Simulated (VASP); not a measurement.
WS2, 6 atoms in the cell. The cell holds a slab with vacuum, 6 atoms: a = 3.183 Å, b = 3.183 Å, c = 23.669 Å, α = 90.00°, β = 90.00°, γ = 120.00°. 

* Program: VASP 6.6.1
* Task: single point
* Functional: PBEsol
* Potentials or basis: VASP PAW PBE potentials, release 64 (W_sv, S)
* Cutoff: 520 eV
* k mesh: 9 × 9 × 2
* Occupations: gaussian, width 0.02 eV
* Spin: no spin polarisation
* Dipole correction: no
* Further INCAR settings: ALGO = Normal; EDIFF = 1e-06; NBANDS = 35

Potentials or basis: VASP PAW PBE potentials, release 64 (W_sv, S).

Run with:

```bash
$ cat potpaw_PBE.64/W_sv/POTCAR potpaw_PBE.64/S/POTCAR > POTCAR
$ mpirun -np 1 vasp_std > vasp.out
```

Hardware: 1 thread of Intel(R) Xeon(R) 6975P-C (Granite Rapids), on a shared host.

Task: How long does it take, and how much memory?

Result: Wall time 99 s on 1 thread of Intel(R) Xeon(R) 6975P-C (Granite Rapids), on a shared host, peak memory 0.38 GiB. Counts: scf iterations 23, k points 24.
